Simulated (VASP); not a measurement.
# Si62P (a cell with a defect) in VASP: further runs, part 2 of 2

VASP 6.6.1. Earlier steps stand in the parts before.

## (3) Single point, PBE+D3(BJ), collinear spin

INCAR reads:

```
SYSTEM = Si62P
PREC     = Accurate       ! precision mode
ENCUT    = 520            ! plane-wave cutoff, eV
EDIFF    = 1E-6           ! SCF threshold, eV
ISMEAR   = -1             ! smearing method
SIGMA    = 0.02           ! smearing width, eV
LREAL    = Auto         
LASPH    = .True.         ! aspherical terms in the spheres
NELM     = 150            ! most SCF steps
ALGO     = Normal         ! electronic algorithm
ISIF     = 2              ! what is computed and relaxed
LWAVE    = .False.        ! write WAVECAR
LCHARG   = .False.        ! write CHGCAR
ISPIN    = 2              ! spin polarisation
MAGMOM   = 0 0 0 0 0 0 0 0 0 0 0 0 0 0 0 0 0 0 0 0 0 0 0 0 0 0 0 0 0 0 0 0 0 0 0 0 0 0 0 0 0 0 0 0 0 0 0 0 0 0 0 0 0 0 0 0 0 0 0.16 0 0 0 0 ! initial moments
LORBIT   = 11             ! projections on sites
GGA      = PE             ! functional
IVDW     = 12             ! dispersion correction
NBANDS   = 168            ! bands
```

KPOINTS reads:

```
regular mesh
0
Gamma
  1 1 1
  0 0 0
```

POSCAR reads:

```
Si62P
1.0
   10.8600000000      0.0000000000      0.0000000000
    0.0000000000     10.8600000000      0.0000000000
    0.0000000000      0.0000000000     10.8600000000
Si P
62 1
Direct
    0.4951736648      0.0001326888      0.0046441989
    0.6244953039      0.1261261510      0.1239418969
    0.7490506446      0.2526259669     -0.0033094843
    0.8736710866      0.3733487109      0.1277605893
    0.7485654696     -0.0024743094      0.2505900552
    0.8731848066      0.1212906077      0.3770677716
    0.0003071823      0.0006824125      0.0002147330
    0.1248925414      0.1251480663      0.1259265193
    0.2493972376      0.2502666667      0.0004893186
    0.3756489871      0.3764269797      0.1236185083
    0.5001539595      0.5008267035     -0.0032916206
    0.6244163904      0.6244823204      0.1237890424
    0.7503137201      0.7505849908      0.0004076427
    0.8757736648      0.8752513812      0.1246524862
    0.2473000000     -0.0014470534      0.2526244015
    0.3765988950      0.1246677716      0.3717709945
    0.5017902394      0.2523356354      0.2494476980
    0.6247800184      0.3771000921      0.3775265193
    0.7489503683      0.5022070902      0.2517305709
    0.8762436464      0.6300063536      0.3684073665
    0.5030861878     -0.0021716390      0.4999653775
    0.6247196133      0.1255729282      0.6259162983
    0.7497414365      0.2498308471      0.5000208103
    0.8716927256      0.3798521179      0.6231872007
    0.7482212707      0.0034333333      0.7554741252
    0.8794609576      0.1295924494      0.8743587477
   -0.0008227440      0.4959998158      0.0016313076
    0.1307129834      0.6225774401      0.1186557090
    0.2571474217      0.7473133517     -0.0073657459
    0.3725788214      0.8728303867      0.1282174954
   -0.0015098527      0.2475040516      0.2526386740
    0.1230755985      0.3764089319      0.3739104052
    0.2511987109      0.5001012891      0.2505394107
    0.3763196133      0.6234776243      0.3780966851
    0.5015896869      0.7475004604      0.2525634438
    0.6285402394      0.8706608656      0.3754812155
   -0.0152739411     -0.0150413444      0.5034585635
    0.1166831492      0.1172884899      0.6221917127
    0.2446679558      0.2438452118      0.4988250460
    0.3710623389      0.3710829650      0.6232289134
    0.5000378453      0.4993359116      0.5038514733
    0.8556422652      0.8589442910      0.6348156538
    0.2495863720      0.0006394107      0.7492462247
    0.3745697974      0.1259314917      0.8754292818
    0.4989002762      0.2507786372      0.7496445672
    0.6253264273      0.3815214549      0.8676346225
    0.7476352670      0.5149953039      0.7416891344
    0.8755404236      0.6237534070      0.8771910681
    0.0044419890      0.7484066298      0.2445461326
    0.1217705341      0.8730338858      0.3773419890
   -0.0036428177      0.5052131676      0.4993389503
    0.1246807551      0.6259092081      0.6256414365
    0.2504658379      0.7500775322      0.5008143646
    0.3772025783      0.8753279926      0.6245575506
    0.0007493554      0.2533830571      0.7467629834
    0.1268421731      0.3765741252      0.8739580110
    0.2522367403      0.5009609576      0.7484091160
    0.3871333333      0.6271432781      0.8623649171
    0.5175748619      0.7553306630      0.7407336096
    0.6243733886      0.8797712707      0.8802514733
    0.0001075506      0.7483802947      0.7538097606
    0.1273034070      0.8768905157      0.8753308471
    0.6712933702      0.6764575506      0.6107935543
```

Potentials or basis: VASP PAW PBE potentials, release 64 (Si, P).

Launch:

```sh
> cat potpaw_PBE.64/Si/POTCAR potpaw_PBE.64/P/POTCAR > POTCAR
> mpirun -np 1 vasp_gam > vasp.out
```

OUTCAR:

```text
SYSTEM = Si62P
   PREC = Accurate
   ENCUT = 520
   EDIFF = 1E-6
   ISMEAR = -1
   LREAL = Auto
   LASPH = .True.
   NELM = 150
   ISIF = 2
   ISPIN = 2
   LORBIT = 11
   GGA = PE
   IVDW = 12
 IVDW          = 12

 ion  position               nearest neighbor table
   1  0.495  0.000  0.005-  30 2.34  60 2.35   2 2.35  44 2.36
   2  0.624  0.126  0.124-  17 2.35   1 2.35   3 2.37   5 2.38
   3  0.749  0.253  0.997-  26 2.36   4 2.36   2 2.37  46 2.39
   4  0.874  0.373  0.128-  27 2.35  31 2.35   3 2.36  19 2.37
   5  0.749  0.998  0.251-  36 2.33   6 2.35  14 2.35   2 2.38
   6  0.873  0.121  0.377-   5 2.35  23 2.35  37 2.35  31 2.36
[... 11 lines left out ...]
  18  0.625  0.377  0.378-  41 2.34  23 2.35  19 2.35  17 2.36
  19  0.749  0.502  0.252-  20 2.33  12 2.35  18 2.35   4 2.37
  20  0.876  0.630  0.368-  49 2.32  19 2.33  51 2.36
  21  0.503  0.998  0.500-  54 2.34  22 2.35  36 2.36  16 2.39
[... 721 lines left out ...]
      1.38252      9.52303      9.50609        -0.004589      0.018948     -0.005463
      7.29025      7.34633      6.63322        -0.226873     -0.543927      0.379610
 -----------------------------------------------------------------------------------
    total drift:                               -0.010261      0.007259      0.018579

  FREE ENERGIE OF THE ION-ELECTRON SYSTEM (eV)
  ---------------------------------------------------
  free  energy   TOTEN  =      -351.9223816680 eV

  energy  without entropy=     -351.9191030259  energy(sigma->0) =     -351.92074235

 total charge

# of ion       s       p       d       tot
------------------------------------------
    1        0.742   0.959   0.000   1.701
    2        0.746   0.939   0.000   1.685
    3        0.746   0.936   0.000   1.683
    4        0.743   0.945   0.000   1.688
    5        0.739   0.952   0.000   1.691
    6        0.738   0.959   0.000   1.697
[... 55 lines left out ...]
   62        0.742   0.951   0.000   1.692
   63        1.123   1.296   0.000   2.419
--------------------------------------------------
tot         47.185  59.799   0.000 106.984

 magnetization (x)

# of ion       s       p       d       tot
------------------------------------------
    1        0.002   0.005   0.000   0.007
    2        0.004   0.002   0.000   0.006
    3        0.001   0.003   0.000   0.003
    4       -0.000   0.002   0.000   0.002
    5       -0.000  -0.001   0.000  -0.001
    6        0.000   0.002   0.000   0.002
[... 55 lines left out ...]
   62        0.001   0.009   0.000   0.010
   63        0.007   0.001   0.000   0.008
--------------------------------------------------
tot          0.067   0.257   0.000   0.324
```

Wall time 16 min (1 thread of Intel Xeon Platinum 8259CL at 2.50GHz (Skylake/Cascade Lake), shared host); peak memory 1.5 GiB.

Results:

* Free energy: -351.9224 eV
* Pressure: -0.8 GPa
* Largest force: 0.701 eV/Å
* Net moment: 0.97 μB per cell
* Site moments: Si +0.01, +0.00, -0.00, +0.10, +0.03 (each value once); P +0.01 μB
* Valence electrons inside the program's atomic spheres: Si 1.70, 1.69, 1.68, 1.65, 1.64, 1.67, 1.61, 1.66, 1.71 (each value once); P 2.42
* Dispersion energy per atom: -0.315 eV

Forces in eV/Å, atoms in the order of the input:
```
Si   0.015  0.011 -0.013
Si   0.011  0.045 -0.039
Si  -0.012  0.037 -0.047
Si   0.006 -0.010  0.003
Si  -0.003  0.077 -0.088
Si  -0.001  0.008 -0.001
Si   0.018  0.019 -0.017
Si  -0.002  0.004  0.008
Si   0.003  0.002 -0.007
Si  -0.001 -0.012  0.008
Si   0.007 -0.005  0.013
Si  -0.009  0.003 -0.010
Si   0.006  0.001  0.000
Si   0.010  0.013 -0.016
Si   0.008  0.009 -0.008
Si   0.028 -0.024  0.028
Si  -0.015 -0.008  0.000
Si   0.026  0.006 -0.004
Si   0.002  0.005 -0.028
Si  -0.010  0.031 -0.020
Si   0.057 -0.024 -0.017
Si   0.000  0.006 -0.004
Si  -0.007  0.009  0.011
Si  -0.015  0.031  0.017
Si  -0.006 -0.031 -0.040
Si  -0.010 -0.019 -0.001
Si   0.015  0.019  0.009
Si  -0.020  0.014  0.022
Si  -0.027  0.008  0.013
Si   0.005  0.009  0.001
Si   0.000  0.002 -0.005
Si  -0.013  0.018  0.004
Si  -0.001  0.008 -0.017
Si   0.006  0.034 -0.014
Si   0.009  0.013 -0.018
Si   0.049  0.059 -0.118
Si   0.028  0.028  0.019
Si   0.019  0.031  0.006
Si   0.021  0.037 -0.027
Si   0.031  0.023  0.038
Si   0.034  0.065 -0.009
Si   0.068  0.001 -0.019
Si   0.032  0.008 -0.046
Si  -0.001  0.005  0.005
Si   0.015  0.005 -0.015
Si  -0.018  0.032 -0.025
Si  -0.014  0.115 -0.035
Si   0.033 -0.020  0.044
Si  -0.013  0.006 -0.011
Si   0.012  0.010 -0.004
Si  -0.004  0.021  0.001
Si  -0.001  0.002 -0.002
Si   0.000 -0.002 -0.003
Si   0.037 -0.035 -0.012
Si  -0.011  0.010 -0.033
Si  -0.010 -0.015  0.011
Si  -0.014 -0.001 -0.012
Si  -0.073 -0.030  0.080
Si  -0.060 -0.110  0.066
Si  -0.004 -0.016  0.010
Si  -0.005 -0.015 -0.008
Si  -0.005  0.019 -0.005
P   -0.227 -0.544  0.380
```

Stress tensor (GPa, compression positive):
```
-1.07  0.34 -0.13
 0.34 -1.13  0.13
-0.13  0.13 -0.22
```

Levels at points of the mesh, in eV from the Fermi level:
Spin up:
| k point | band 123 | band 124 | band 125 | band 126 | band 127 | band 128 | band 129 | band 130 | band 131 | band 132 |
| --- | --- | --- | --- | --- | --- | --- | --- | --- | --- | --- |
| (0.00, 0.00, 0.00) | -0.89 | -0.80 | -0.72 | -0.27 | -0.08 | 0.14 | 0.25 | 0.34 | 0.39 | 0.43 |
Spin down:
| k point | band 124 | band 125 | band 126 | band 127 | band 128 | band 129 |
| --- | --- | --- | --- | --- | --- | --- |
| (0.00, 0.00, 0.00) | -0.74 | -0.71 | -0.24 | 0.08 | 0.16 | 0.27 |

Caveat: the k points lie up to 0.58 Å⁻¹ apart.
